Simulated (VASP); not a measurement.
# B17SeN17 (a cell with a defect) in VASP: further runs

Runs on B17SeN17 (a cell with a defect). Level: PBE. Tasks: single point.

Everything below comes from runs of VASP 6.6.1. Logs are shortened: lines on timing, memory, paths and dates and some standing lists are left out, and cuts for length are marked.

## (1) The cell of the first run

The cell holds a defect, 35 atoms: a = 7.465 Å, b = 7.465 Å, c = 6.495 Å, α = 90.00°, β = 90.00°, γ = 120.00°.

## (2) Single point, PBE

INCAR reads:

```
SYSTEM = B17SeN17
ALGO = Normal ; EDIFF = 1E-7
ENCUT = 520 ; GGA = PE
ISIF = 2 ; ISMEAR = -1
LASPH = .True. ; LCHARG = .False.
LREAL = Auto ; LWAVE = .False.
NBANDS = 94 ; NELECT = 144.0
NELM = 60 ; PREC = Accurate
SIGMA = 0.01
```

KPOINTS reads:

```
Automatic mesh
0
Gamma
  2 2 2
  0.5 0.5 0.5
```

POSCAR reads:

```
B17SeN17
1.0
    7.4650312844      0.0000000000      0.0000000000
   -3.7325156422      6.4649067324      0.0000000000
    0.0000000000      0.0000000000      6.4954828762
B N Se
17 17 1
Direct
    0.1033103204      0.2006654377      0.2385926729
    0.2166565117      0.1319140450      0.7336796809
    0.1008788959      0.5295941544      0.2306297932
    0.2288693258      0.4718693944      0.8015190682
    0.1000436659      0.8650996162      0.2321501512
    0.2341598365      0.8023456562      0.7358984206
    0.4378685613      0.2032366000      0.2077912791
    0.5810610917      0.1317186236      0.7279890702
    0.4357224748      0.5369198387      0.1445934151
    0.4375104682      0.8650761008      0.2346341701
    0.5557650257      0.7938951304      0.8216688617
    0.7697685687      0.2007676578      0.2395018975
    0.8953909163      0.1247611099      0.7993637286
    0.7722456389      0.5364973104      0.1436901892
    0.9083834662      0.4714128990      0.7975444902
    0.7680668338      0.8637538595      0.2546152693
    0.9040175754      0.7934472861      0.8220608398
    0.1158816286      0.2425422662      0.7941636448
    0.2118088477      0.0872937280      0.2208630930
    0.1231513621      0.5783647197      0.7297358879
    0.2127597771      0.4206403312      0.2254034562
    0.1182119647      0.9106535503      0.7445496932
    0.2130453681      0.7545068143      0.2273502426
    0.5469228185      0.0875275617      0.2252862441
    0.4257663961      0.5881516589      0.8967521329
    0.5441104333      0.4172878779      0.1741306514
    0.4583335354      0.9096923496      0.7436442521
    0.5475061110      0.7546311975      0.2419187196
    0.7926455001      0.2422525207      0.7859042684
    0.8804449005      0.0896033990      0.2667528592
    0.8292137711      0.5881461020      0.8934878502
    0.8790836029      0.4205226448      0.2205363181
    0.7832497255      0.9008006181      0.8164072490
    0.8787241816      0.7546168526      0.2397305223
    0.4863364095      0.3087649502      0.6226807589
```

Potentials or basis: VASP PAW PBE potentials, release 64 (B, N, Se).

The run is started by

```bash
$ cat potpaw_PBE.64/B/POTCAR potpaw_PBE.64/N/POTCAR potpaw_PBE.64/Se/POTCAR > POTCAR
$ mpirun -np 1 vasp_std > vasp.out
```

OUTCAR:

```text
SYSTEM = B17SeN17
   EDIFF = 1E-7
   ENCUT = 520
   GGA = PE
   ISIF = 2
   ISMEAR = -1
   LASPH = .True.
   LREAL = Auto
   NELECT = 144.0
   NELM = 60
   PREC = Accurate

 ion  position               nearest neighbor table
   1  0.103  0.201  0.239-  21 1.42  19 1.44  30 1.45
   2  0.217  0.132  0.734-  18 1.42  22 1.44  35 1.91
   3  0.101  0.530  0.231-  21 1.43  32 1.44  23 1.45
   4  0.229  0.472  0.802-  25 1.42  20 1.45  18 1.48
   5  0.100  0.865  0.232-  34 1.43  19 1.44  23 1.45
   6  0.234  0.802  0.736-  20 1.45  27 1.45  22 1.45
   7  0.438  0.203  0.208-  26 1.40  24 1.46  19 1.46
   8  0.581  0.132  0.728-  29 1.42  27 1.44  35 1.91
   9  0.436  0.537  0.145-  26 1.49  21 1.53  28 1.54  25 1.66
  10  0.438  0.865  0.235-  28 1.43  24 1.44  23 1.45
  11  0.556  0.794  0.822-  25 1.43  27 1.47  33 1.47
  12  0.770  0.201  0.240-  32 1.43  24 1.44  30 1.45
  13  0.895  0.125  0.799-  18 1.43  29 1.43  33 1.45
  14  0.772  0.536  0.144-  26 1.49  32 1.52  34 1.54  31 1.68
  15  0.908  0.471  0.798-  31 1.42  20 1.46  29 1.48
  16  0.768  0.864  0.255-  34 1.42  28 1.43  30 1.46
  17  0.904  0.793  0.822-  31 1.42  22 1.48  33 1.48
  18  0.116  0.243  0.794-   2 1.42  13 1.43   4 1.48
  19  0.212  0.087  0.221-   5 1.44   1 1.44   7 1.46
  20  0.123  0.578  0.730-   6 1.45   4 1.45  15 1.46
[... 12 lines left out ...]
  33  0.783  0.901  0.816-  13 1.45  11 1.47  17 1.48
  34  0.879  0.755  0.240-  16 1.42   5 1.43  14 1.54
  35  0.486  0.309  0.623-   8 1.91   2 1.91

  LATTYP: Found a hexagonal cell.
 ALAT       =     7.4650312844
 C/A-ratio  =     0.8701213202

  Lattice vectors:

 A1 = (   7.4650312844,   0.0000000000,   0.0000000000)
 A2 = (  -3.7325156422,   6.4649067324,   0.0000000000)
 A3 = (   0.0000000000,   0.0000000000,   6.4954828762)

Analysis of symmetry for initial positions (statically):
=====================================================================
 Subroutine PRICEL returns:
 Original cell was already a primitive cell.

 Routine SETGRP: Setting up the symmetry group for a
 hexagonal supercell.

 Subroutine GETGRP returns: Found  1 space group operations
 (whereof  1 operations were pure point group operations)
 out of a pool of 24 trial point group operations.

The static configuration has the point symmetry C_1 .

Analysis of symmetry for dynamics (positions and initial velocities):
=====================================================================
 Subroutine PRICEL returns:
 Original cell was already a primitive cell.

 Routine SETGRP: Setting up the symmetry group for a
 hexagonal supercell.

 Subroutine GETGRP returns: Found  1 space group operations
 (whereof  1 operations were pure point group operations)
 out of a pool of 24 trial point group operations.

The dynamic configuration has the point symmetry C_1 .

 Subroutine INISYM returns: Found  1 space group operations
 (whereof  1 operations are pure point group operations),
 and found     1 'primitive' translations

----------------------------------------------------------------------------------------

                                     Primitive cell

  volume of cell :     313.4768

  direct lattice vectors                    reciprocal lattice vectors
     7.465031284  0.000000000  0.000000000     0.133957911  0.077340636  0.000000000
    -3.732515642  6.464906732  0.000000000     0.000000000  0.154681273  0.000000000
     0.000000000  0.000000000  6.495482876     0.000000000  0.000000000  0.153953142

  length of vectors
     7.465031284  7.465031284  6.495482876     0.154681273  0.154681273  0.153953142

  position of ions in fractional coordinates (direct lattice)
     0.103310320  0.200665438  0.238592673
     0.216656512  0.131914045  0.733679681
     0.100878896  0.529594154  0.230629793
     0.228869326  0.471869394  0.801519068
     0.100043666  0.865099616  0.232150151
     0.234159836  0.802345656  0.735898421
[... 27 lines left out ...]
     0.878724182  0.754616853  0.239730522
     0.486336409  0.308764950  0.622680759

  ion indices of the primitive-cell ions
   primitive index   ion index
                 1           1
                 2           2
                 3           3
                 4           4
                 5           5
                 6           6
[... 27 lines left out ...]
                34          34
                35          35

----------------------------------------------------------------------------------------

 KPOINTS: Automatic mesh

Automatic generation of k-mesh.
 Grid dimensions read from file:
 generate k-points for:    2    2    2

 Generating k-lattice:

  Cartesian coordinates                     Fractional coordinates (reciprocal lattice)
     0.066978956  0.038670318  0.000000000     0.500000000 -0.000000000  0.000000000
     0.000000000  0.077340636  0.000000000     0.000000000  0.500000000  0.000000000
     0.000000000  0.000000000  0.076976571     0.000000000  0.000000000  0.500000000

  Length of vectors
     0.077340636  0.077340636  0.076976571

  Shift w.r.t. Gamma in fractional coordinates (k-lattice)
     0.500000000  0.500000000  0.500000000

 Subroutine IBZKPT returns following result:
 ===========================================

 Found     12 irreducible k-points:

 Following reciprocal coordinates:
            Coordinates               Weight
  0.250000  0.250000  0.250000      2.000000
 -0.250000  0.500000  0.250000      2.000000
  0.500000  0.250000  0.250000      2.000000
 -0.250000 -0.250000  0.250000      2.000000
  0.250000  0.500000  0.250000      2.000000
  0.500000 -0.250000  0.250000      2.000000
 -0.250000  0.250000  0.250000      2.000000
 -0.250000 -0.000000  0.250000      2.000000
  0.000000 -0.250000  0.250000      2.000000
  0.250000 -0.250000  0.250000      2.000000
  0.250000  0.000000  0.250000      2.000000
  0.000000  0.250000  0.250000      2.000000
   k-points           NKPTS =     12   k-points in BZ     NKDIM =     12   number of bands    NBANDS=     94
   number of dos      NEDOS =    301   number of ions     NIONS =     35
   total plane-waves  NPLWV = 150528
   dimension x,y,z NGX =    56 NGY =   56 NGZ =   48
   dimension x,y,z NGXF=   112 NGYF=  112 NGZF=   96
   ions per type =              17  17   1
   NGX,Y,Z   is equivalent  to a cutoff of  12.47, 12.47, 12.29 a.u.
   NGXF,Y,Z  is equivalent  to a cutoff of  24.94, 24.94, 24.57 a.u.
 SYSTEM =  B17SeN17
   PREC   = accura    normal or accurate (medium, high low for compatibility)
   ISTART =      0    job   : 0-new  1-cont  2-samecut
   ICHARG =      2    charge: 1-file 2-atom 10-const
   ISPIN  =      1    spin polarized calculation?
   LNONCOLLINEAR =      F non collinear calculations
   LSORBIT =      F    spin-orbit coupling
   LASPH  =      T    aspherical Exc in radial PAW
   ENCUT  =  520.0 eV  38.22 Ry    6.18 a.u.  13.88 13.88 12.08*2*pi/ulx,y,z
   NELM   =     60;   NELMIN=  2; NELMDL= -5     # of ELM steps
   EDIFF  = 0.1E-06   stopping-criterion for ELM
   LREAL  =      T    real-space projection
   EDIFFG = 0.1E-05   stopping-criterion for IOM
   NSW    =      0    number of steps for IOM
   IBRION =     -1    ionic relax: 0-MD 1-quasi-New 2-CG
   NFREE  =      0    steps in history (QN), initial steepest desc. (CG)
   ISIF   =      2    stress and relaxation
   ISYM   =      2    0-nonsym 1-usesym 2-fastsym
   POTIM  = 0.5000    time-step for ionic-motion
   TEBEG  =    0.0;   TEEND  =   0.0 temperature during run
   PSTRESS=    0.0 pullay stress
   NELECT =     144.0000    total number of electrons
   NUPDOWN=      -1.0000    fix difference up-down
   EMIN   =  10.00;   EMAX   =-10.00  energy-range for DOS
   EFERMI =   0.00;   METHOD = LEGACY
   ISMEAR =    -1;   SIGMA  =   0.01  broadening in eV -4-tet -1-fermi 0-gaus
   EFERMI_NEDOS =   21; number of points for ismear=-14 and -15
   IALGO  =     38    algorithm
   IMIX   =      4    mixing-type and parameters
     AMIX     =   0.40;   BMIX     =  1.00
     AMIX_MAG =   1.60;   BMIX_MAG =  1.00
  volume/ion in A,a.u.               =       8.96        60.44
  Fermi-wavevector in a.u.,A,eV,Ry     =   1.263166  2.387038 21.709310  1.595589
  Thomas-Fermi vector in A             =   2.396537
   LORBIT       =      0    0 simple, 1 ext, 2 COOP (PROOUT), +10 PAW based schemes
   GGA     = PE    functional components
   LHFCALC =     F    Hartree Fock is set to
   AEXX    =    0.0000 exact exchange contribution
   IVDW    =     0    specifies the selected vdW correction
   LEPSILON=     F    determine dielectric tensor
   LRPA    =     F    only Hartree local field effects (RPA)
 non-spin polarized calculation
  energy-cutoff  :      520.00
  volume of cell :      313.48
 maximum number of plane-waves:      8452
   NGX = 27   NGY = 27   NGZ = 25

 number of electron     144.0000002 magnetization

 Free energy of the ion-electron system (eV)
  ---------------------------------------------------
  ext. energy  EPLUGINS =         0.00000000
  ---------------------------------------------------
  free energy    TOTEN  =      -285.71998482 eV

  energy without entropy =     -285.71998482  energy(sigma->0) =     -285.71998482

 E-fermi :   4.1290     XC(G=0): -10.4331

 val. band max:        3.8950185849   @ k =   0.2500  -0.2500   0.2500
 cond. band min:       6.6006028494   @ k =   0.0000  -0.2500   0.2500
 fundamental gap:      2.7055842645
 Fermi energy:         4.1290123891

 k-point     1 :       0.2500    0.2500    0.2500
  band No.  band energies     occupation
      1     -14.8811      2.00000
      2     -14.4947      2.00000
      3     -14.2373      2.00000
      4     -13.9647      2.00000
      5     -13.7964      2.00000
      6     -13.4374      2.00000
[... 76 lines left out ...]
     83       9.6155      0.00000
     84       9.7839      0.00000

 k-point     2 :      -0.2500    0.5000    0.2500
  band No.  band energies     occupation
      1     -14.8814      2.00000
      2     -14.4956      2.00000
      3     -14.2401      2.00000
      4     -13.9628      2.00000
      5     -13.7921      2.00000
      6     -13.4383      2.00000
[... 859 lines left out ...]
     83       9.6089      0.00000
     84       9.6659      0.00000

 k-point    12 :       0.0000    0.2500    0.2500
  band No.  band energies     occupation
      1     -15.0944      2.00000
      2     -14.4853      2.00000
      3     -14.1414      2.00000
      4     -13.6846      2.00000
      5     -13.5024      2.00000
      6     -13.1080      2.00000
[... 76 lines left out ...]
     83       9.6565      0.00000
     84       9.9708      0.00000
 [bands above 84 left out]

------------------------ aborting loop because EDIFF is reached ----------------------------------------

  FORCE on cell =-STRESS in cart. coord.  units (eV):
  Direction    XX          YY          ZZ          XY          YZ          ZX
  --------------------------------------------------------------------------------------
  -------------------------------------------------------------------------------------
  Total       39.3051584     26.4318552     28.2929542      0.0947430      1.5013884      0.0294346
  in kB      200.8883701    135.0930138    144.6050768      0.4842308      7.6735847      0.1504400
  external PRESSURE =     160.1954869 kB  Pullay stress =       0.0000000 kB

 VOLUME and BASIS-vectors are now :
 -----------------------------------------------------------------------------
  energy-cutoff  :      520.00
  volume of cell :      313.48
      direct lattice vectors                 reciprocal lattice vectors
     7.465031284  0.000000000  0.000000000     0.133957911  0.077340636  0.000000000
    -3.732515642  6.464906732  0.000000000     0.000000000  0.154681273  0.000000000
     0.000000000  0.000000000  6.495482876     0.000000000  0.000000000  0.153953142

 POSITION                                       TOTAL-FORCE (eV/Angst)
 -----------------------------------------------------------------------------------
      0.02223      1.29728      1.54977        -0.121011      0.065253      0.049261
      1.12498      0.85281      4.76560        -0.038450      0.074775     -0.002196
     -1.22365      3.42378      1.49805        -0.179021      0.104275     -0.005744
     -0.05274      3.05059      5.20625         0.186772     -0.072680      0.099323
     -2.48217      5.59279      1.50793        -0.103377      0.108787      0.046460
     -1.24676      5.18709      4.78002         0.051759     -0.092107     -0.087847
[... 27 lines left out ...]
      3.74308      4.87853      1.55717         0.106338     -0.046693     -0.118238
      2.47805      1.99614      4.04461        -0.046380      0.005407     -0.120388
 -----------------------------------------------------------------------------------
    total drift:                               -0.004421     -0.016966     -0.006908

  FREE ENERGIE OF THE ION-ELECTRON SYSTEM (eV)
  ---------------------------------------------------
  free  energy   TOTEN  =      -285.7199848225 eV

  energy  without entropy=     -285.7199848225  energy(sigma->0) =     -285.71998482
```

Wall time 14 min (1 thread of Intel Xeon Platinum 8488C (Sapphire Rapids), shared host); peak memory 0.51 GiB.

Results:

| Quantity | Value |
| --- | --- |
| Free energy | -285.7200 eV |
| Largest force | 0.283 eV/Å |

Forces in eV/Å, atoms in the order of the input:
```
B   -0.121  0.065  0.049
B   -0.038  0.075 -0.002
B   -0.179  0.104 -0.006
B    0.187 -0.073  0.099
B   -0.103  0.109  0.046
B    0.052 -0.092 -0.088
B   -0.177  0.053 -0.047
B    0.024 -0.157  0.077
B   -0.077  0.013  0.047
B   -0.172  0.127  0.034
B    0.078 -0.230  0.144
B   -0.180  0.088 -0.040
B   -0.011 -0.068 -0.060
B   -0.132  0.051 -0.023
B    0.098 -0.019  0.026
B   -0.131  0.088  0.023
B   -0.067  0.054 -0.015
N    0.089  0.052 -0.087
N    0.127 -0.078  0.134
N   -0.197  0.127  0.079
N    0.163 -0.100 -0.118
N    0.038 -0.056  0.009
N    0.123 -0.078 -0.015
N    0.147 -0.092  0.043
N   -0.105  0.118 -0.085
N    0.108 -0.015 -0.061
N   -0.127  0.207 -0.065
N    0.122 -0.052 -0.131
N   -0.070  0.130  0.029
N    0.190 -0.096  0.170
N    0.034 -0.145  0.055
N    0.168 -0.087  0.038
N    0.080  0.019 -0.024
N    0.106 -0.047 -0.118
Se  -0.046  0.005 -0.120
```

Caveat: the cell carries a net charge on a neutralising background, which shifts energy and pressure; the cell is charged against a uniform background, so pressure and absolute levels hang on convention.

## (3) Single point, PBE

INCAR reads:

```
PREC = Accurate
ENCUT = 520
EDIFF = 1E-7
ISMEAR = -1
SIGMA = 0.01
LREAL = Auto
LASPH = T
NELM = 80
ALGO = Normal
ISIF = 2
LWAVE = F
LCHARG = F
GGA = PE
NBANDS = 94
```

KPOINTS is that of step 2.

POSCAR reads:

```
B17SeN17
1.0
    7.4650312844      0.0000000000      0.0000000000
   -3.7325156422      6.4649067324      0.0000000000
    0.0000000000      0.0000000000      6.4954828762
B N Se
17 17 1
Direct
    0.1047343528      0.2186529820      0.2522416324
    0.2106215916      0.1129708305      0.7536336093
    0.1045615982      0.5517438522      0.2488414452
    0.2211249332      0.4446802412      0.7277045226
    0.1044843115      0.8850830159      0.2541575724
    0.2302798856      0.7843076465      0.7450946535
    0.4382037613      0.2193613051      0.2684531379
    0.5790626794      0.1148464469      0.7448682717
    0.4382624437      0.5520885362      0.2653215824
    0.4378861575      0.8851131054      0.2537722340
    0.5565255042      0.7670654141      0.7464661035
    0.7713414853      0.2186614106      0.2526484593
    0.8877306651      0.1008829161      0.7152251852
    0.7711169963      0.5520231804      0.2652805707
    0.9000915694      0.4465705222      0.7225145511
    0.7712919724      0.8851189860      0.2524063915
    0.8890769594      0.7678211252      0.7443981802
    0.1062609043      0.2197102814      0.7173963974
    0.2153747082      0.1077512738      0.2592467276
    0.1203974694      0.5624987750      0.7259252484
    0.2156186986      0.4411317278      0.2514919490
    0.1167178284      0.8926933926      0.7479266911
    0.2153094240      0.7744157101      0.2508656468
    0.5484848411      0.1078801106      0.2599216762
    0.4359722137      0.5444933425      0.7466880115
    0.5489065643      0.4419450414      0.2818298021
    0.4536948998      0.8924033126      0.7505631969
    0.5488165326      0.7746968928      0.2551259644
    0.7899725714      0.2205823353      0.7062539807
    0.8820963397      0.1078660987      0.2454413495
    0.7883247963      0.5479923861      0.7440468048
    0.8817110131      0.4410278772      0.2510909949
    0.7785355003      0.8795570469      0.7381105584
    0.8820006764      0.7744705038      0.2551326806
    0.4991459011      0.3205767112      0.8339436147
```

Potentials or basis: VASP PAW PBE potentials, release 64 (B, N, Se).

The run is started by

```bash
$ cat potpaw_PBE.64/B/POTCAR potpaw_PBE.64/N/POTCAR potpaw_PBE.64/Se/POTCAR > POTCAR
$ mpirun -np 1 vasp_std > vasp.out
```

Run time: 14 min. Hardware: 1 thread of Intel Xeon Platinum 8488C (Sapphire Rapids), shared host; peak memory 0.51 GiB.

It converged, with:

* Free energy: -295.5142 eV
* Pressure: 10.4 GPa
* Largest force: 0.380 eV/Å
* Band gap on the k mesh: 1.97 eV

Forces in eV/Å, atoms in the order of the input:
```
B   -0.180  0.110 -0.001
B    0.113  0.282 -0.055
B   -0.184  0.100 -0.008
B    0.292 -0.117 -0.007
B   -0.161  0.112 -0.024
B    0.324 -0.142  0.028
B   -0.174  0.102  0.021
B    0.027 -0.123  0.063
B   -0.187  0.115 -0.014
B   -0.191  0.136  0.017
B    0.033 -0.179 -0.023
B   -0.203  0.089  0.007
B    0.261 -0.077  0.015
B   -0.193  0.069  0.019
B    0.306 -0.219 -0.055
B   -0.191  0.109 -0.013
B   -0.131  0.100  0.007
N   -0.210  0.029 -0.056
N    0.190 -0.092  0.005
N   -0.318  0.159 -0.031
N    0.172 -0.111  0.013
N   -0.021 -0.118  0.161
N    0.180 -0.098 -0.018
N    0.199 -0.118  0.005
N   -0.131  0.297  0.060
N    0.226 -0.110  0.028
N   -0.191  0.038  0.004
N    0.199 -0.127  0.019
N   -0.160  0.234  0.018
N    0.179 -0.103  0.000
N   -0.069 -0.080 -0.026
N    0.176 -0.078  0.006
N   -0.114  0.122  0.031
N    0.177 -0.088  0.011
Se  -0.043 -0.225 -0.204
```

Stress tensor (GPa, compression positive):
```
21.34 -0.21 -0.10
-0.21  4.21  0.12
-0.10  0.12  5.55
```

Levels at points of the mesh, in eV from the valence-band top:
```
           k point  band 69  band 70  band 71  band 72  band 73  band 74
(0.25, 0.25, 0.25)    -1.24    -0.73    -0.51     2.01     3.43     3.63
```
